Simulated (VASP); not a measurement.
# PbF2 (I4mm) in VASP: single point with LDA

Aim: the single point of PbF2 with LDA.

Everything below comes from runs of VASP 6.6.1. Logs are shortened: lines on timing, memory, paths and dates and some standing lists are left out, and cuts for length are marked.

## (1) The cell of the first run

It takes space group I4mm (No. 107, tetragonal). The conventional cell has a = 4.200 Å, b = 4.200 Å, c = 5.940 Å, α = 90.00°, β = 90.00°, γ = 90.00°. Within 3.3 Å of Pb (site symmetry 4mm) lie 8 F at 2.54 to 2.61 Å. Within 3.3 Å of F (site symmetry 2mm) lie 4 Pb at 2.54 to 2.61 Å and 6 F at 2.97 Å.

## (2) Single point, LDA

Contents of INCAR:

```
SYSTEM = PbF2
PREC     = Accurate       ! precision mode
ENCUT    = 520            ! plane-wave cutoff, eV
EDIFF    = 1E-6           ! SCF threshold, eV
ISMEAR   = 0              ! smearing method
SIGMA    = 0.05           ! smearing width, eV
LREAL    = .False.        ! projectors in reciprocal space
LASPH    = .True.         ! aspherical terms in the spheres
NELM     = 80             ! most SCF steps
ALGO     = Normal         ! electronic algorithm
ISIF     = 2              ! what is computed and relaxed
LWAVE    = .False.        ! write WAVECAR
LCHARG   = .True.         ! write CHGCAR
GGA      = CA             ! functional
LELF     = .True.         ! ELF
LVHAR    = .True.       
NBANDS   = 21             ! bands
```

Contents of KPOINTS:

```
regular mesh
0
Gamma
  8 8 8
  0 0 0
```

Contents of POSCAR:

```
PbF2
1.0
    0.0000000000      2.9698500000      2.9698500000
    2.9698500000      0.0000000000      2.9698500000
    2.9698500000      2.9698500000      0.0000000000
Pb F
1 2
Direct
    0.0000000000      0.0000000000      0.0000000000
    0.2394775830      0.2394775830      0.2605224170
    0.7394775830      0.7394775830      0.7605224170
```

Potentials or basis: VASP PAW LDA potentials, release 64 (Pb_d, F).

Command:

```bash
> cat potpaw_LDA.64/Pb_d/POTCAR potpaw_LDA.64/F/POTCAR > POTCAR
> mpirun -np 1 vasp_std > vasp.out
```

OUTCAR:

```text
SYSTEM = PbF2
   PREC = Accurate
   ENCUT = 520
   EDIFF = 1E-6
   ISMEAR = 0
   LREAL = .False.
   LASPH = .True.
   NELM = 80
   ISIF = 2
   GGA = CA

 ion  position               nearest neighbor table
   1  0.000  0.000  0.000-   2 2.54   2 2.54   3 2.54   3 2.54   3 2.61   3 2.61   2 2.61   2 2.61

   2  0.239  0.239  0.261-   1 2.54   1 2.54   1 2.61   1 2.61
   3  0.739  0.739  0.761-   1 2.54   1 2.54   1 2.61   1 2.61

  LATTYP: Found a face centered cubic cell.
 ALAT       =     5.9397000000

  Lattice vectors:

 A1 = (   0.0000000000,   2.9698500000,   2.9698500000)
 A2 = (   2.9698500000,   0.0000000000,   2.9698500000)
 A3 = (   2.9698500000,   2.9698500000,   0.0000000000)

Analysis of symmetry for initial positions (statically):
=====================================================================
 Subroutine PRICEL returns:
 Original cell was already a primitive cell.

 Routine SETGRP: Setting up the symmetry group for a
 face centered cubic supercell.

 Subroutine GETGRP returns: Found  8 space group operations
 (whereof  8 operations were pure point group operations)
 out of a pool of 48 trial point group operations.

The static configuration has the point symmetry C_4v.

Analysis of symmetry for dynamics (positions and initial velocities):
=====================================================================
 Subroutine PRICEL returns:
 Original cell was already a primitive cell.

 Routine SETGRP: Setting up the symmetry group for a
 face centered cubic supercell.

 Subroutine GETGRP returns: Found  8 space group operations
 (whereof  8 operations were pure point group operations)
 out of a pool of 48 trial point group operations.

The dynamic configuration has the point symmetry C_4v.

 Subroutine INISYM returns: Found  8 space group operations
 (whereof  8 operations are pure point group operations),
 and found     1 'primitive' translations

----------------------------------------------------------------------------------------

                                     Primitive cell

  volume of cell :      52.3882

  direct lattice vectors                    reciprocal lattice vectors
     0.000000000  2.969850000  2.969850000    -0.168358671  0.168358671  0.168358671
     2.969850000  0.000000000  2.969850000     0.168358671 -0.168358671  0.168358671
     2.969850000  2.969850000  0.000000000     0.168358671  0.168358671 -0.168358671

  length of vectors
     4.200002148  4.200002148  4.200002148     0.291605773  0.291605773  0.291605773

  position of ions in fractional coordinates (direct lattice)
     0.000000000  0.000000000  0.000000000
     0.239477583  0.239477583  0.260522417
     0.739477583  0.739477583  0.760522417

  ion indices of the primitive-cell ions
   primitive index   ion index
                 1           1
                 2           2
                 3           3

----------------------------------------------------------------------------------------

 KPOINTS: regular mesh

Automatic generation of k-mesh.
 Grid dimensions read from file:
 generate k-points for:    8    8    8

 Generating k-lattice:

  Cartesian coordinates                     Fractional coordinates (reciprocal lattice)
    -0.021044834  0.021044834  0.021044834     0.125000000  0.000000000  0.000000000
     0.021044834 -0.021044834  0.021044834     0.000000000  0.125000000  0.000000000
     0.021044834  0.021044834 -0.021044834     0.000000000  0.000000000  0.125000000

  Length of vectors
     0.036450722  0.036450722  0.036450722

  Shift w.r.t. Gamma in fractional coordinates (k-lattice)
     0.000000000  0.000000000  0.000000000

 Subroutine IBZKPT returns following result:
 ===========================================

 Found     59 irreducible k-points:

 Following reciprocal coordinates:
            Coordinates               Weight
  0.000000  0.000000  0.000000      1.000000
  0.125000  0.000000  0.000000      8.000000
  0.250000  0.000000  0.000000      8.000000
  0.375000  0.000000  0.000000      8.000000
  0.500000  0.000000  0.000000      4.000000
  0.125000  0.125000  0.000000      2.000000
[... 16 lines left out ...]
  0.000000  0.375000  0.250000     16.000000
  0.500000  0.250000  0.000000      8.000000
 [... further k-points ...]
   k-points           NKPTS =     59   k-points in BZ     NKDIM =     59   number of bands    NBANDS=     21
   number of dos      NEDOS =    301   number of ions     NIONS =      3
   total plane-waves  NPLWV =  32768
   dimension x,y,z NGX =    32 NGY =   32 NGZ =   32
   dimension x,y,z NGXF=    64 NGYF=   64 NGZF=   64
   ions per type =               1   2
   NGX,Y,Z   is equivalent  to a cutoff of  12.67, 12.67, 12.67 a.u.
   NGXF,Y,Z  is equivalent  to a cutoff of  25.33, 25.33, 25.33 a.u.
 SYSTEM =  PbF2
   PREC   = accura    normal or accurate (medium, high low for compatibility)
   ISTART =      0    job   : 0-new  1-cont  2-samecut
   ICHARG =      2    charge: 1-file 2-atom 10-const
   ISPIN  =      1    spin polarized calculation?
   LNONCOLLINEAR =      F non collinear calculations
   LSORBIT =      F    spin-orbit coupling
   LASPH  =      T    aspherical Exc in radial PAW
   ENCUT  =  520.0 eV  38.22 Ry    6.18 a.u.   7.81  7.81  7.81*2*pi/ulx,y,z
   NELM   =     80;   NELMIN=  2; NELMDL= -5     # of ELM steps
   EDIFF  = 0.1E-05   stopping-criterion for ELM
   LREAL  =      F    real-space projection
   EDIFFG = 0.1E-04   stopping-criterion for IOM
   NSW    =      0    number of steps for IOM
   IBRION =     -1    ionic relax: 0-MD 1-quasi-New 2-CG
   NFREE  =      0    steps in history (QN), initial steepest desc. (CG)
   ISIF   =      2    stress and relaxation
   ISYM   =      2    0-nonsym 1-usesym 2-fastsym
   POTIM  = 0.5000    time-step for ionic-motion
   TEBEG  =    0.0;   TEEND  =   0.0 temperature during run
   PSTRESS=    0.0 pullay stress
   NELECT =      28.0000    total number of electrons
   NUPDOWN=      -1.0000    fix difference up-down
   EMIN   =  10.00;   EMAX   =-10.00  energy-range for DOS
   EFERMI =   0.00;   METHOD = LEGACY
   ISMEAR =     0;   SIGMA  =   0.05  broadening in eV -4-tet -1-fermi 0-gaus
   EFERMI_NEDOS =   21; number of points for ismear=-14 and -15
   IALGO  =     38    algorithm
   IMIX   =      4    mixing-type and parameters
     AMIX     =   0.40;   BMIX     =  1.00
     AMIX_MAG =   1.60;   BMIX_MAG =  1.00
  volume/ion in A,a.u.               =      17.46       117.84
  Fermi-wavevector in a.u.,A,eV,Ry     =   1.328566  2.510625 24.015460  1.765086
  Thomas-Fermi vector in A             =   2.457794
   LORBIT       =      0    0 simple, 1 ext, 2 COOP (PROOUT), +10 PAW based schemes
   GGA     = CA    functional components
   LHFCALC =     F    Hartree Fock is set to
   AEXX    =    0.0000 exact exchange contribution
   IVDW    =     0    specifies the selected vdW correction
   LEPSILON=     F    determine dielectric tensor
   LRPA    =     F    only Hartree local field effects (RPA)
 non-spin polarized calculation
 Gauss-broadening in eV      SIGMA  =   0.05
  energy-cutoff  :      520.00
  volume of cell :       52.39
 maximum number of plane-waves:      1424
   NGX = 15   NGY = 15   NGZ = 15

 number of electron      27.9999994 magnetization

 Free energy of the ion-electron system (eV)
  ---------------------------------------------------
  ext. energy  EPLUGINS =         0.00000000
  ---------------------------------------------------
  free energy    TOTEN  =       -15.90477438 eV

  energy without entropy =      -15.90477438  energy(sigma->0) =      -15.90477438

 E-fermi :   1.7311     XC(G=0): -10.0332

 val. band max:        1.4310001819   @ k =   0.2500  -0.2500   0.5000
 cond. band min:       5.6492091162   @ k =   0.5000   0.5000   0.0000
 fundamental gap:      4.2182089343
 Fermi energy:         1.7310989964

 k-point     1 :       0.0000    0.0000    0.0000
  band No.  band energies     occupation
      1     -19.2335      2.00000
      2     -18.5738      2.00000
      3     -12.9001      2.00000
      4     -12.9001      2.00000
      5     -12.8953      2.00000
      6     -12.8301      2.00000
[... 13 lines left out ...]
     20      16.2451      0.00000
     21      18.5094      0.00000

 k-point     2 :       0.1250    0.0000    0.0000
  band No.  band energies     occupation
      1     -19.2011      2.00000
      2     -18.6037      2.00000
      3     -12.8936      2.00000
      4     -12.8933      2.00000
      5     -12.8617      2.00000
      6     -12.8300      2.00000
[... 13 lines left out ...]
     20      15.8162      0.00000
     21      17.9799      0.00000

 k-point     3 :       0.2500    0.0000    0.0000
  band No.  band energies     occupation
      1     -19.1168      2.00000
      2     -18.6791      2.00000
      3     -12.8821      2.00000
      4     -12.8812      2.00000
      5     -12.8254      2.00000
      6     -12.8239      2.00000
[... 13 lines left out ...]
     20      15.2467      0.00000
     21      16.7713      0.00000

 k-point     4 :       0.3750    0.0000    0.0000
  band No.  band energies     occupation
      1     -19.0094      2.00000
      2     -18.7754      2.00000
      3     -12.8781      2.00000
      4     -12.8769      2.00000
      5     -12.8127      2.00000
      6     -12.8120      2.00000
[... 13 lines left out ...]
     20      14.9274      0.00000
     21      15.7650      0.00000

 k-point     5 :       0.5000    0.0000    0.0000
  band No.  band energies     occupation
      1     -18.9295      2.00000
      2     -18.8492      2.00000
      3     -12.8782      2.00000
      4     -12.8769      2.00000
      5     -12.8055      2.00000
      6     -12.8052      2.00000
[... 13 lines left out ...]
     20      14.8348      0.00000
     21      15.3821      0.00000
[... 382 lines left out ...]
     20      16.7989      0.00000
     21      16.8001      0.00000

 k-point    22 :       0.3750    0.2500    0.0000
  band No.  band energies     occupation
      1     -19.0168      2.00000
      2     -18.7618      2.00000
      3     -12.8552      2.00000
      4     -12.8443      2.00000
      5     -12.8283      2.00000
      6     -12.8085      2.00000
[... 13 lines left out ...]
     20      16.6083      0.00000
     21      17.8421      0.00000

 k-point    23 :       0.0000    0.3750    0.2500
  band No.  band energies     occupation
      1     -19.0165      2.00000
      2     -18.7614      2.00000
      3     -12.8545      2.00000
      4     -12.8441      2.00000
      5     -12.8276      2.00000
      6     -12.8092      2.00000
[... 13 lines left out ...]
     20      16.6096      0.00000
     21      17.8519      0.00000

 k-point    24 :       0.5000    0.2500    0.0000
  band No.  band energies     occupation
      1     -18.9398      2.00000
      2     -18.8289      2.00000
      3     -12.8550      2.00000
      4     -12.8432      2.00000
      5     -12.8053      2.00000
      6     -12.7924      2.00000
[... 13 lines left out ...]
     20      16.7669      0.00000
     21      17.6079      0.00000

 [... further k-points ...]
[... 5 lines left out ...]
  --------------------------------------------------------------------------------------
  -------------------------------------------------------------------------------------
  Total       -1.5925158     -1.5925158     -1.5769359      0.0000000     -0.0000000      0.0000000
  in kB      -48.7035692    -48.7035692    -48.2270925      0.0000000     -0.0000000      0.0000000
  external PRESSURE =     -48.5447436 kB  Pullay stress =       0.0000000 kB

 VOLUME and BASIS-vectors are now :
 -----------------------------------------------------------------------------
  energy-cutoff  :      520.00
  volume of cell :       52.39
      direct lattice vectors                 reciprocal lattice vectors
     0.000000000  2.969850000  2.969850000    -0.168358671  0.168358671  0.168358671
     2.969850000  0.000000000  2.969850000     0.168358671 -0.168358671  0.168358671
     2.969850000  2.969850000  0.000000000     0.168358671  0.168358671 -0.168358671

 POSITION                                       TOTAL-FORCE (eV/Angst)
 -----------------------------------------------------------------------------------
      0.00000      0.00000      0.00000         0.000000      0.000000     -0.056154
      1.48493      1.48493      1.42242         0.000000      0.000000      0.028077
      4.45477      4.45477      4.39227         0.000000      0.000000      0.028077
 -----------------------------------------------------------------------------------
    total drift:                                0.000003      0.000003     -0.001112

  FREE ENERGIE OF THE ION-ELECTRON SYSTEM (eV)
  ---------------------------------------------------
  free  energy   TOTEN  =       -15.9047743803 eV

  energy  without entropy=      -15.9047743803  energy(sigma->0) =      -15.90477438
```

Wall time 60 s (1 thread of Intel Xeon Platinum 8259CL at 2.50GHz (Skylake/Cascade Lake), shared host); peak memory 0.19 GiB.

What came out:

- Free energy: -15.9048 eV
- Pressure: -4.9 GPa
- Largest force: 0.056 eV/Å
- Band gap on the k mesh: 4.22 eV (least direct gap 4.38 eV)

Forces in eV/Å, atoms in the order of the input:
```
Pb   0.000  0.000 -0.056
F    0.000  0.000  0.028
F    0.000  0.000  0.028
```

Levels at points of the mesh, in eV from the valence-band top:
```
           k point  band 11  band 12  band 13  band 14  band 15  band 16  band 17  band 18
(0.00, 0.00, 0.00)    -2.47    -1.96    -1.96    -1.96     6.56     6.58     6.58    10.24
(0.50, 0.00, 0.00)    -2.69    -2.14    -2.13    -0.02     4.82     7.48     7.49    12.80
(0.50, 0.50, 0.00)    -1.54    -1.54    -1.53    -0.17     4.22     7.72     7.72     8.55
(0.00, 0.50, 0.50)    -1.58    -1.54    -1.49    -0.16     4.23     7.69     7.72     8.57
```

Caveat: the cell differs from its parent crystal (all F atoms moved +0.062 Å, as atom 2 towards its neighbour atom 3 (F) at 2.970 Å); the cell stands under tension; spin-orbit coupling is left out, which moves the levels of the heavy elements. A k mesh can miss the band edges.
